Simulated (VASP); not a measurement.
# Rb (R-3m) in VASP: single point with PBEsol

Aim: the single point of Rb with PBEsol.

Everything below comes from runs of VASP 6.6.1. Logs are shortened: lines on timing, memory, paths and dates and some standing lists are left out, and cuts for length are marked.

## (1) The cell of the first run

Symmetry: R-3m, No. 166, trigonal system. The conventional cell has a = 4.982 Å, b = 4.982 Å, c = 36.270 Å, α = 90.00°, β = 90.00°, γ = 120.00°.

## (2) Single point, PBEsol

The input, INCAR:

```
ALGO = Normal
EDIFF = 1E-6
ENCUT = 520
GGA = PS
ISIF = 2
ISMEAR = 0
LASPH = T
LCHARG = T
LELF = T
LREAL = F
LVHAR = T
LWAVE = F
NBANDS = 20
NELM = 100
PREC = Accurate
SIGMA = 0.1
```

The input, KPOINTS:

```
k-points
0
Gamma
  12 12 12
```

The input, POSCAR:

```
Rb
1.0
    2.4907504703      1.4380354545     12.0898767590
   -2.4907504703      1.4380354545     12.0898767590
    0.0000000000     -2.8760709090     12.0898767590
Rb
3
Direct
    0.0000000000      0.0000000000      0.0000000000
    0.7778058371      0.7778058371      0.7778058371
    0.2221941629      0.2221941629      0.2221941629
```

Potentials or basis: VASP PAW PBE potentials, release 64 (Rb_sv).

Started as:

```bash
cat potpaw_PBE.64/Rb_sv/POTCAR > POTCAR
mpirun -np 1 vasp_std > vasp.out
```

OUTCAR:

```text
EDIFF = 1E-6
   ENCUT = 520
   GGA = PS
   ISIF = 2
   ISMEAR = 0
   LASPH = T
   LREAL = F
   NELM = 100
   PREC = Accurate

 ion  position               nearest neighbor table
   1  0.000  0.000  0.000-   2 4.95   3 4.95   2 4.95   2 4.95   3 4.95   3 4.95
   2  0.778  0.778  0.778-   3 4.95   3 4.95   3 4.95   1 4.95   1 4.95   1 4.95
   3  0.222  0.222  0.222-   2 4.95   2 4.95   2 4.95   1 4.95   1 4.95   1 4.95

  LATTYP: Found a trigonal (rhomboedric) cell.
 ALAT       =    12.4272645390
 COS(alpha) =     0.9196586082

  Lattice vectors:

 A1 = (   2.4907504703,   1.4380354545,  12.0898767590)
 A2 = (  -2.4907504703,   1.4380354545,  12.0898767590)
 A3 = (   0.0000000000,  -2.8760709090,  12.0898767590)

Analysis of symmetry for initial positions (statically):
=====================================================================
 Subroutine PRICEL returns:
 Original cell was already a primitive cell.

 Routine SETGRP: Setting up the symmetry group for a
 trigonal (rhombohedral) supercell.

 Subroutine GETGRP returns: Found 12 space group operations
 (whereof 12 operations were pure point group operations)
 out of a pool of 12 trial point group operations.

The static configuration has the point symmetry D_3d.

Analysis of symmetry for dynamics (positions and initial velocities):
=====================================================================
 Subroutine PRICEL returns:
 Original cell was already a primitive cell.

 Routine SETGRP: Setting up the symmetry group for a
 trigonal (rhombohedral) supercell.

 Subroutine GETGRP returns: Found 12 space group operations
 (whereof 12 operations were pure point group operations)
 out of a pool of 12 trial point group operations.

The dynamic configuration has the point symmetry D_3d.

 Subroutine INISYM returns: Found 12 space group operations
 (whereof 12 operations are pure point group operations),
 and found     1 'primitive' translations

----------------------------------------------------------------------------------------

                                     Primitive cell

  volume of cell :     259.8202

  direct lattice vectors                    reciprocal lattice vectors
     2.490750470  1.438035455 12.089876759     0.200742710  0.115898858  0.027571276
[... 79 lines left out ...]
   PREC   = accura    normal or accurate (medium, high low for compatibility)
   ISTART =      0    job   : 0-new  1-cont  2-samecut
   ICHARG =      2    charge: 1-file 2-atom 10-const
   ISPIN  =      1    spin polarized calculation?
   LNONCOLLINEAR =      F non collinear calculations
   LSORBIT =      F    spin-orbit coupling
   LASPH  =      T    aspherical Exc in radial PAW
   ENCUT  =  520.0 eV  38.22 Ry    6.18 a.u.  23.11 23.11 23.11*2*pi/ulx,y,z
   NELM   =    100;   NELMIN=  2; NELMDL= -5     # of ELM steps
   EDIFF  = 0.1E-05   stopping-criterion for ELM
   LREAL  =      F    real-space projection
   EDIFFG = 0.1E-04   stopping-criterion for IOM
   NSW    =      0    number of steps for IOM
   IBRION =     -1    ionic relax: 0-MD 1-quasi-New 2-CG
   NFREE  =      0    steps in history (QN), initial steepest desc. (CG)
   ISIF   =      2    stress and relaxation
   ISYM   =      2    0-nonsym 1-usesym 2-fastsym
   POTIM  = 0.5000    time-step for ionic-motion
   TEBEG  =    0.0;   TEEND  =   0.0 temperature during run
   PSTRESS=    0.0 pullay stress
   NELECT =      27.0000    total number of electrons
   NUPDOWN=      -1.0000    fix difference up-down
   EMIN   =  10.00;   EMAX   =-10.00  energy-range for DOS
   EFERMI =   0.00;   METHOD = LEGACY
   ISMEAR =     0;   SIGMA  =   0.10  broadening in eV -4-tet -1-fermi 0-gaus
   EFERMI_NEDOS =   21; number of points for ismear=-14 and -15
   IALGO  =     38    algorithm
   IMIX   =      4    mixing-type and parameters
     AMIX     =   0.40;   BMIX     =  1.00
     AMIX_MAG =   1.60;   BMIX_MAG =  1.00
  volume/ion in A,a.u.               =      86.61       584.45
  Fermi-wavevector in a.u.,A,eV,Ry     =   0.769671  1.454467  8.060002  0.592393
  Thomas-Fermi vector in A             =   1.870710
   LORBIT       =      0    0 simple, 1 ext, 2 COOP (PROOUT), +10 PAW based schemes
   GGA     = PS    functional components
   LHFCALC =     F    Hartree Fock is set to
   AEXX    =    0.0000 exact exchange contribution
   IVDW    =     0    specifies the selected vdW correction
   LEPSILON=     F    determine dielectric tensor
   LRPA    =     F    only Hartree local field effects (RPA)
 non-spin polarized calculation
 Gauss-broadening in eV      SIGMA  =   0.10
  energy-cutoff  :      520.00
  volume of cell :      259.82
 maximum number of plane-waves:      7035
 NGX is ok and might be reduce to    96
   NGX = 47   NGY = 47   NGZ = 47

 number of electron      27.0000000 magnetization

 Free energy of the ion-electron system (eV)
  ---------------------------------------------------
  ext. energy  EPLUGINS =         0.00000000
  ---------------------------------------------------
  free energy    TOTEN  =        -3.08447808 eV

  energy without entropy =       -3.07168008  energy(sigma->0) =       -3.07807908

 E-fermi :   0.0510     XC(G=0):  -5.6447

 val. band max:        0.0461043574   @ k =  -0.1667  -0.3333   0.0833
 cond. band min:       0.0646492556   @ k =  -0.2500   0.4167   0.2500
 fundamental gap:      0.0185448983
 Fermi energy:         0.0509970965

 k-point     1 :       0.0000    0.0000    0.0000
  band No.  band energies     occupation
      1     -28.7680      2.00000
      2     -28.7643      2.00000
      3     -28.7639      2.00000
      4     -12.8974      2.00000
      5     -12.8974      2.00000
      6     -12.8238      2.00000
[... 541 lines left out ...]
     19       1.9102      0.00000
     20       2.0319      0.00000

 [... further k-points ...]
[... 5 lines left out ...]
  --------------------------------------------------------------------------------------
  -------------------------------------------------------------------------------------
  Total        0.0002472      0.0002472      0.0042981      0.0000000     -0.0000000      0.0000000
  in kB        0.0015247      0.0015247      0.0265042      0.0000000     -0.0000000      0.0000000
  external PRESSURE =       0.0098512 kB  Pullay stress =       0.0000000 kB

 VOLUME and BASIS-vectors are now :
 -----------------------------------------------------------------------------
  energy-cutoff  :      520.00
  volume of cell :      259.82
      direct lattice vectors                 reciprocal lattice vectors
     2.490750470  1.438035455 12.089876759     0.200742710  0.115898858  0.027571276
    -2.490750470  1.438035455 12.089876759    -0.200742710  0.115898858  0.027571276
     0.000000000 -2.876070909 12.089876759     0.000000000 -0.231797716  0.027571276

 POSITION                                       TOTAL-FORCE (eV/Angst)
 -----------------------------------------------------------------------------------
      0.00000      0.00000      0.00000         0.000000      0.000000      0.000000
      0.00000      0.00000     28.21073         0.000000      0.000000     -0.000326
      0.00000      0.00000      8.05890         0.000000      0.000000      0.000326
 -----------------------------------------------------------------------------------
    total drift:                                0.000000     -0.000000     -0.000000

  FREE ENERGIE OF THE ION-ELECTRON SYSTEM (eV)
  ---------------------------------------------------
  free  energy   TOTEN  =        -3.0844780808 eV

  energy  without entropy=       -3.0716800826  energy(sigma->0) =       -3.07807908
```

OSZICAR:

```text
N       E                     dE             d eps       ncg     rms          rms(c)
DAV:   1     0.187981787628E+03    0.18798E+03   -0.10031E+04  7568   0.102E+03
DAV:   2     0.166659749618E+02   -0.17132E+03   -0.16821E+03  9592   0.213E+02
DAV:   3    -0.246677731757E+01   -0.19133E+02   -0.19085E+02 11884   0.680E+01
DAV:   4    -0.306808070222E+01   -0.60130E+00   -0.60012E+00 10332   0.125E+01
DAV:   5    -0.308531673752E+01   -0.17236E-01   -0.17235E-01 10676   0.182E+00    0.205E+00
DAV:   6    -0.308376575890E+01    0.15510E-02   -0.85184E-03 11088   0.496E-01    0.125E+00
DAV:   7    -0.308424735648E+01   -0.48160E-03   -0.10619E-02  8772   0.529E-01    0.904E-02
DAV:   8    -0.308445192946E+01   -0.20457E-03   -0.63473E-04  9560   0.149E-01    0.248E-02
DAV:   9    -0.308447460626E+01   -0.22677E-04   -0.33963E-05  9144   0.366E-02    0.112E-02
DAV:  10    -0.308447819307E+01   -0.35868E-05   -0.12516E-05  9252   0.200E-02    0.322E-03
DAV:  11    -0.308447808084E+01    0.11223E-06   -0.96181E-07  6332   0.604E-03
   1 F= -.30844781E+01 E0= -.30780791E+01  d E =-.127980E-01
```

stdout:

```text
POSCAR found type information on POSCAR Rb
 POSCAR found :  1 types and       3 ions
 scaLAPACK will be used
 -----------------------------------------------------------------------------
|                                                                             |
|                                                                             |
|     You enforced a specific xc type in the INCAR file but a different       |
|     I HOPE YOU KNOW WHAT YOU ARE DOING!                                     |
|                                                                             |
 -----------------------------------------------------------------------------

 LDA part: xc-table for (Slater+PW92), standard interpolation
 POSCAR, INCAR and KPOINTS ok, starting setup
 FFT: planning ... GRIDC
 FFT: planning ... GRID_SOFT
 FFT: planning ... GRID
 WAVECAR not read
 entering main loop
```

It took 1.7 h on 1 thread of Intel Xeon Platinum 8259CL at 2.50GHz (Skylake/Cascade Lake), shared host; peak memory 1.9 GiB.

What came out:

| Quantity | Value |
| --- | --- |
| Free energy | -3.0845 eV |
| Pressure | 0.0 GPa |

Levels at points of the mesh, in eV from the Fermi level:
```tsv
k point	band 12	band 13	band 14	band 15	band 16	band 17
(0.00, 0.00, 0.00)	-12.86	-2.04	-0.83	-0.83	1.76	1.76
(0.50, 0.00, 0.00)	-12.88	0.05	0.30	0.49	1.01	1.17
(0.50, 0.50, 0.00)	-12.88	0.17	0.25	0.40	0.83	1.25
(0.50, 0.50, 0.50)	-12.87	-1.71	-1.71	0.15	0.72	2.96
```

Caveat: the PAW data sets were made with another functional, which shifts forces and pressure a little.
